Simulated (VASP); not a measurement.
# HfN (P6_3/mmc) in VASP: further runs, part 2 of 2

VASP 6.6.1. The steps go on from the part before.

## 4. Single point, LDA

This run uses another cell than the first one, of 12.44 Å³/atom, 1.052 times its volume.

Input file INCAR:

```
SYSTEM = HfN
ALGO     = Normal         ! electronic algorithm
EDIFF    = 1E-6           ! SCF threshold, eV
ENCUT    = 520            ! plane-wave cutoff, eV
GGA      = CA             ! functional
ISIF     = 2              ! what is computed and relaxed
ISMEAR   = -1             ! smearing method
LASPH    = .True.         ! aspherical terms in the spheres
LCHARG   = .True.         ! write CHGCAR
LELF     = .True.         ! ELF
LREAL    = .False.        ! projectors in reciprocal space
LVHAR    = .True.       
LWAVE    = .False.        ! write WAVECAR
NBANDS   = 23             ! bands
NELM     = 100            ! most SCF steps
PREC     = Accurate       ! precision mode
SIGMA    = 0.05           ! smearing width, eV
```

Input file KPOINTS:

```
k-points
0
Gamma
  8 8 4
  0 0 0
```

Input file POSCAR:

```
HfN
1.0
    3.2153443795      0.0000000000      0.0000000000
   -1.6076721897      2.7845699749      0.0000000000
    0.0000000000      0.0000000000      5.5575257932
Hf N
2 2
Direct
    0.6666666667      0.3333333333      0.7500000000
    0.3333333333      0.6666666667      0.2500000000
    0.0000000000      0.0000000000      0.0000000000
    0.0000000000      0.0000000000      0.5000000000
```

Potentials or basis: VASP PAW LDA potentials, release 64 (Hf_pv, N).

On the command line:

```console
$ cat potpaw_LDA.64/Hf_pv/POTCAR potpaw_LDA.64/N/POTCAR > POTCAR
$ mpirun -np 1 vasp_std > vasp.out
```

OUTCAR:

```text
SYSTEM = HfN
   EDIFF = 1E-6
   ENCUT = 520
   GGA = CA
   ISIF = 2
   ISMEAR = -1
   LASPH = .True.
   LREAL = .False.
   NELM = 100
   PREC = Accurate

 ion  position               nearest neighbor table
   1  0.667  0.333  0.750-   3 2.32   4 2.32   3 2.32   4 2.32   3 2.32   4 2.32   2 3.34   2 3.34
                             2 3.34   2 3.34   2 3.34   2 3.34
   2  0.333  0.667  0.250-   3 2.32   4 2.32   3 2.32   4 2.32   3 2.32   4 2.32   1 3.34   1 3.34
                             1 3.34   1 3.34   1 3.34   1 3.34
   3  0.000  0.000  0.000-   1 2.32   2 2.32   1 2.32   2 2.32   1 2.32   2 2.32
   4  0.000  0.000  0.500-   1 2.32   2 2.32   1 2.32   2 2.32   1 2.32   2 2.32

  LATTYP: Found a hexagonal cell.
 ALAT       =     3.2153443795
 C/A-ratio  =     1.7284387416

  Lattice vectors:

 A1 = (   3.2153443795,   0.0000000000,   0.0000000000)
 A2 = (  -1.6076721897,   2.7845699749,   0.0000000000)
 A3 = (   0.0000000000,   0.0000000000,   5.5575257932)

Analysis of symmetry for initial positions (statically):
=====================================================================
 Subroutine PRICEL returns:
 Original cell was already a primitive cell.

 Routine SETGRP: Setting up the symmetry group for a
 hexagonal supercell.

 Subroutine GETGRP returns: Found 24 space group operations
 (whereof 12 operations were pure point group operations)
 out of a pool of 24 trial point group operations.

The static configuration has the point symmetry D_3d.
 The point group associated with its full space group is D_6h.

Analysis of symmetry for dynamics (positions and initial velocities):
=====================================================================
 Subroutine PRICEL returns:
 Original cell was already a primitive cell.

 Routine SETGRP: Setting up the symmetry group for a
 hexagonal supercell.

 Subroutine GETGRP returns: Found 24 space group operations
 (whereof 12 operations were pure point group operations)
 out of a pool of 24 trial point group operations.

The dynamic configuration has the point symmetry D_3d.
 The point group associated with its full space group is D_6h.

 Subroutine INISYM returns: Found 24 space group operations
 (whereof 12 operations are pure point group operations),
 and found     1 'primitive' translations

----------------------------------------------------------------------------------------

                                     Primitive cell

  volume of cell :      49.7585

  direct lattice vectors                    reciprocal lattice vectors
     3.215344379  0.000000000  0.000000000     0.311008677  0.179560939  0.000000000
    -1.607672190  2.784569975  0.000000000     0.000000000  0.359121878  0.000000000
     0.000000000  0.000000000  5.557525793     0.000000000  0.000000000  0.179936187

  length of vectors
     3.215344379  3.215344432  5.557525793     0.359121884  0.359121878  0.179936187

  position of ions in fractional coordinates (direct lattice)
     0.666666667  0.333333333  0.750000000
     0.333333333  0.666666667  0.250000000
     0.000000000  0.000000000  0.000000000
     0.000000000  0.000000000  0.500000000

  ion indices of the primitive-cell ions
   primitive index   ion index
                 1           1
                 2           2
                 3           3
                 4           4

----------------------------------------------------------------------------------------

 KPOINTS: k-points

Automatic generation of k-mesh.
 Grid dimensions read from file:
 generate k-points for:    8    8    4

 Generating k-lattice:

  Cartesian coordinates                     Fractional coordinates (reciprocal lattice)
     0.038876085  0.022445117  0.000000000     0.125000000 -0.000000000  0.000000000
     0.000000000  0.044890235  0.000000000     0.000000000  0.125000000  0.000000000
     0.000000000  0.000000000  0.044984047     0.000000000  0.000000000  0.250000000

  Length of vectors
     0.044890236  0.044890235  0.044984047

  Shift w.r.t. Gamma in fractional coordinates (k-lattice)
     0.000000000  0.000000000  0.000000000

 Subroutine IBZKPT returns following result:
 ===========================================

 Found     30 irreducible k-points:

 Following reciprocal coordinates:
            Coordinates               Weight
  0.000000  0.000000  0.000000      1.000000
  0.125000  0.000000  0.000000      6.000000
  0.250000  0.000000  0.000000      6.000000
  0.375000  0.000000  0.000000      6.000000
  0.500000  0.000000  0.000000      3.000000
  0.125000  0.125000  0.000000      6.000000
[... 16 lines left out ...]
  0.250000  0.000000  0.500000      6.000000
  0.375000  0.000000  0.500000      6.000000
 [... further k-points ...]
   k-points           NKPTS =     30   k-points in BZ     NKDIM =     30   number of bands    NBANDS=     23
   number of dos      NEDOS =    301   number of ions     NIONS =      4
   total plane-waves  NPLWV =  24192
   dimension x,y,z NGX =    24 NGY =   24 NGZ =   42
   dimension x,y,z NGXF=    48 NGYF=   48 NGZF=   84
   ions per type =               2   2
   NGX,Y,Z   is equivalent  to a cutoff of  12.41, 12.41, 12.56 a.u.
   NGXF,Y,Z  is equivalent  to a cutoff of  24.82, 24.82, 25.13 a.u.
 SYSTEM =  HfN
   PREC   = accura    normal or accurate (medium, high low for compatibility)
   ISTART =      0    job   : 0-new  1-cont  2-samecut
   ICHARG =      2    charge: 1-file 2-atom 10-const
   ISPIN  =      1    spin polarized calculation?
   LNONCOLLINEAR =      F non collinear calculations
   LSORBIT =      F    spin-orbit coupling
   LASPH  =      T    aspherical Exc in radial PAW
   ENCUT  =  520.0 eV  38.22 Ry    6.18 a.u.   5.98  5.98 10.33*2*pi/ulx,y,z
   NELM   =    100;   NELMIN=  2; NELMDL= -5     # of ELM steps
   EDIFF  = 0.1E-05   stopping-criterion for ELM
   LREAL  =      F    real-space projection
   EDIFFG = 0.1E-04   stopping-criterion for IOM
   NSW    =      0    number of steps for IOM
   IBRION =     -1    ionic relax: 0-MD 1-quasi-New 2-CG
   NFREE  =      0    steps in history (QN), initial steepest desc. (CG)
   ISIF   =      2    stress and relaxation
   ISYM   =      2    0-nonsym 1-usesym 2-fastsym
   POTIM  = 0.5000    time-step for ionic-motion
   TEBEG  =    0.0;   TEEND  =   0.0 temperature during run
   PSTRESS=    0.0 pullay stress
   NELECT =      30.0000    total number of electrons
   NUPDOWN=      -1.0000    fix difference up-down
   EMIN   =  10.00;   EMAX   =-10.00  energy-range for DOS
   EFERMI =   0.00;   METHOD = LEGACY
   ISMEAR =    -1;   SIGMA  =   0.05  broadening in eV -4-tet -1-fermi 0-gaus
   EFERMI_NEDOS =   21; number of points for ismear=-14 and -15
   IALGO  =     38    algorithm
   IMIX   =      4    mixing-type and parameters
     AMIX     =   0.40;   BMIX     =  1.00
     AMIX_MAG =   1.60;   BMIX_MAG =  1.00
  volume/ion in A,a.u.               =      12.44        83.95
  Fermi-wavevector in a.u.,A,eV,Ry     =   1.383013  2.613515 26.024197  1.912724
  Thomas-Fermi vector in A             =   2.507650
   LORBIT       =      0    0 simple, 1 ext, 2 COOP (PROOUT), +10 PAW based schemes
   GGA     = CA    functional components
   LHFCALC =     F    Hartree Fock is set to
   AEXX    =    0.0000 exact exchange contribution
   IVDW    =     0    specifies the selected vdW correction
   LEPSILON=     F    determine dielectric tensor
   LRPA    =     F    only Hartree local field effects (RPA)
 non-spin polarized calculation
  energy-cutoff  :      520.00
  volume of cell :       49.76
 maximum number of plane-waves:      1357
 NGX is ok and might be reduce to    24
   NGX = 11   NGY = 11   NGZ = 21

 number of electron      30.0000003 magnetization

 Free energy of the ion-electron system (eV)
  ---------------------------------------------------
  ext. energy  EPLUGINS =         0.00000000
  ---------------------------------------------------
  free energy    TOTEN  =       -47.10165614 eV

  energy without entropy =      -47.08343322  energy(sigma->0) =      -47.09254468

 E-fermi :   6.9249     XC(G=0): -12.6002

 val. band max:        6.9189948898   @ k =   0.1250   0.0000   0.0000
 cond. band min:       6.9524808308   @ k =   0.2500   0.2500   0.5000
 fundamental gap:      0.0334859410
 Fermi energy:         6.9249361960

 k-point     1 :       0.0000    0.0000    0.0000
  band No.  band energies     occupation
      1     -24.5269      2.00000
      2     -23.8755      2.00000
      3     -23.7769      2.00000
      4     -23.7769      2.00000
      5     -23.7277      2.00000
      6     -23.7277      2.00000
[... 613 lines left out ...]
     22      11.9279      0.00000
     23      13.5539      0.00000

 [... further k-points ...]
[... 5 lines left out ...]
  --------------------------------------------------------------------------------------
  -------------------------------------------------------------------------------------
  Total       -8.2331561     -8.2331565     -8.3213702     -0.0000000      0.0000000      0.0000000
  in kB     -265.1000542   -265.1000657   -267.9404666     -0.0000000      0.0000000      0.0000000
  external PRESSURE =    -266.0468622 kB  Pullay stress =       0.0000000 kB

 VOLUME and BASIS-vectors are now :
 -----------------------------------------------------------------------------
  energy-cutoff  :      520.00
  volume of cell :       49.76
      direct lattice vectors                 reciprocal lattice vectors
     3.215344379  0.000000000  0.000000000     0.311008677  0.179560939  0.000000000
    -1.607672190  2.784569975  0.000000000     0.000000000  0.359121878  0.000000000
     0.000000000  0.000000000  5.557525793     0.000000000  0.000000000  0.179936187

 POSITION                                       TOTAL-FORCE (eV/Angst)
 -----------------------------------------------------------------------------------
      1.60767      0.92819      4.16814         0.000000      0.000000      0.000000
     -0.00000      1.85638      1.38938        -0.000000     -0.000000      0.000000
      0.00000      0.00000      0.00000         0.000000      0.000000      0.000000
      0.00000      0.00000      2.77876         0.000000      0.000000      0.000000
 -----------------------------------------------------------------------------------
    total drift:                               -0.000000      0.000000     -0.000000

  FREE ENERGIE OF THE ION-ELECTRON SYSTEM (eV)
  ---------------------------------------------------
  free  energy   TOTEN  =       -47.1016561384 eV

  energy  without entropy=      -47.0834332151  energy(sigma->0) =      -47.09254468
```

Wall time 38 s (1 thread of AMD EPYC 7R13 (Zen 3), shared host); peak memory 0.13 GiB.

What came out:

* Free energy: -47.1017 eV
* Pressure: -26.6 GPa
* Band gap on the k mesh: zero (band 15 reaches 8.72 eV, above the bottom of band 16 at 6.66 eV)

Caveat: spin-orbit coupling is left out, which moves the levels of the heavy elements.

## 5. Overview

```tsv
cell	gap on the mesh (eV)	pressure (GPa)
a = 3.162, b = 3.162, c = 5.464 Å, angles 90.0, 90.0, 120.0°, 4 atoms	none	-16.2
a = 3.189, b = 3.189, c = 5.511 Å, angles 90.0, 90.0, 120.0°, 4 atoms	none	-21.8
a = 3.215, b = 3.215, c = 5.558 Å, angles 90.0, 90.0, 120.0°, 4 atoms	none	-26.6
```

Alike in all rows: task single point; level LDA; potentials or basis VASP PAW LDA potentials, release 64 (Hf_pv, N); no spin polarisation; k mesh 8 × 8 × 4; cutoff (eV) 520; smearing fermi-dirac 0.05 eV.

Caveats: spin-orbit coupling is left out, which moves the levels of the heavy elements.

Absolute energies hang on the potentials; compare differences alone.
